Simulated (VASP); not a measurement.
A run of VASP 6.6.1:

File INCAR:

```
PREC = Accurate
ENCUT = 520
EDIFF = 1E-6
ISMEAR = 1
SIGMA = 0.3
LREAL = F
LASPH = T
NELM = 60
ALGO = Normal
ISIF = 2
LWAVE = F
LCHARG = T
LELF = T
LVHAR = T
NBANDS = 9
```

The input KPOINTS:

```
Automatic mesh
0
Gamma
  12 12 6
```

The input POSCAR:

```
Mg
1.0
    3.1325008903      0.0000000000      0.0000000000
   -1.5662504451      2.7128253484      0.0000000000
    0.0000000000      0.0000000000      5.0848940941
Mg
2
Direct
    0.3333333333      0.6666666667      0.2500000000
    0.6666666667      0.3333333333      0.7500000000
```

Potentials or basis: VASP PAW LDA potentials, release 64 (Mg).

Run with:

```console
$ cat potpaw_LDA.64/Mg/POTCAR > POTCAR
$ mpirun -np 1 vasp_std > vasp.out
```

Hardware: 1 thread of AMD EPYC 7R13, on a shared host.

**Question.** How long does it take, and how much memory?

**Answer.** It took 30 s on 1 thread of AMD EPYC 7R13, on a shared host, peak memory 0.13 GiB. Counts: scf iterations 9, k points 76.
